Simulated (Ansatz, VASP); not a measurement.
# InSb: VASP beside Ansatz

```xyz
2
Lattice="0.0000 3.0186 3.0186 3.0186 0.0000 3.0186 3.0186 3.0186 0.0000" Properties=species:S:1:pos:R:3 pbc="T T T"
In    0.0000    0.0000    0.0000
Sb    3.0186    3.0186    3.0186
```

Alike in both runs: functional PBEsol; k mesh 12 × 12 × 12; occupations gaussian, width 0.1 eV; no spin polarisation.

Ansatz relaxed the structure, and its values are those at the end. VASP's run is a single point on that final structure, the one shown.

```csv
,VASP,Ansatz
version,VASP 6.6.1,Ansatz 0.2.0
potentials or method,"VASP PAW PBE potentials, release 64 (In_d, Sb), cutoff 500 eV","scalar-relativistic, plane waves, PAW"
valence electrons in the cell,18,28
```

```tsv
	VASP	Ansatz	Ansatz less VASP
gap on the k mesh at the Fermi level (eV)	none	none	-
pressure (GPa)	0.0	0.0	-0.02
```

VASP's potentials were made for PBE, not for PBEsol, and Ansatz warns of the same on its side. A gap of «none» marks a metal or a gap that the smearing closes. The functional is the same, so the differences come from potentials, cutoffs and numerics. VASP's potentials hold 18 valence electrons a cell and Ansatz's 28, so a difference there can come from the potentials and not from the codes.

Spin-orbit coupling is off throughout.
